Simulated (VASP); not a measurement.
Write the native input for VASP 6.6.1 that does the following.

```yaml
Task: single point
Functional: PBE
Potentials_or_basis: VASP PAW PBE potentials, release 64 (Sn_d, Mo_sv)
Cutoff: 520 eV
k_mesh: 6 × 6 × 6
Occupations: gaussian, width 0.1 eV
Spin: no spin polarisation
Dipole_correction: no
Further_INCAR_settings: ALGO = Normal; EDIFF = 1e-06; NBANDS = 21
```

The structure of SnMo lies in POSCAR:

```
SnMo
1.0
    0.0000000000      3.0792005127      3.0792005127
    3.0792005127      0.0000000000      3.0792005127
    3.0792005127      3.0792005127      0.0000000000
Sn Mo
1 1
Direct
    0.7500000000      0.7500000000      0.7500000000
    0.0000000000      0.0000000000      0.0000000000
```

These files were run (other wordings do the same):

INCAR

```
SYSTEM = SnMo
PREC = Accurate
ENCUT = 520
EDIFF = 1E-6
ISMEAR = 0
SIGMA = 0.1
LREAL = .FALSE.
LASPH = .TRUE.
NELM = 100
ALGO = Normal
ISIF = 2
LWAVE = .FALSE.
LCHARG = .FALSE.
GGA = PE
NBANDS = 21
```

KPOINTS

```
Automatic mesh
0
G
  6 6 6
  0 0 0
```

Potentials or basis: VASP PAW PBE potentials, release 64 (Sn_d, Mo_sv).

Command:

```sh
$ cat potpaw_PBE.64/Sn_d/POTCAR potpaw_PBE.64/Mo_sv/POTCAR > POTCAR
$ mpirun -np 1 vasp_std > vasp.out
```

It gave:

| Property | Result |
| --- | --- |
| Pressure | 0.3 GPa |
| Band gap on the k mesh | zero (band 14 reaches 5.55 eV, above the bottom of band 15 at 5.32 eV) |

Caveat: spin-orbit coupling is left out, which moves the levels of the heavy elements.

It took 44 s on 1 thread of AMD EPYC 7R13 (shared host), peak memory 0.15 GiB.
